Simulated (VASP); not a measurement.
Runs of VASP 6.6.1 on V. The structure is that of space group Im-3m (No. 229), or close to it. The cells are those of the table. 

```tsv
task	cell	gap on the mesh (eV)	pressure (GPa)	moment (μB)
single point	a = 2.638 Å, angles 109.5°, 1 atom	none	-8.2	0.00
electric field gradients	a = 2.638 Å, angles 109.5°, 1 atom	none	-8.2	0.00
electric field gradients	a = 2.655 Å, angles 109.5°, 1 atom	none	-11.0	0.00
electric field gradients	a = 2.585 Å, angles 109.5°, 1 atom	none	(a)	0.00
single point	a = 2.655 Å, angles 109.5°, 1 atom	none	-11.0	0.00
electric field gradients	a = 2.603 Å, angles 109.5°, 1 atom	none	-1.7	0.00
```

Alike in all rows: level PBE; potentials or basis VASP PAW PBE potentials, release 64 (V_sv); spin collinear, ferromagnetic start; k mesh 15 × 15 × 15; cutoff (eV) 520; smearing fermi-dirac 0.03 eV.

Fill in the values left out.

(a) 2.2.

Caveats: the moments typed at the start vanished in this run; the cell stands under tension (at least some runs).

A gap of «none» marks levels without a gap at the run's occupations.
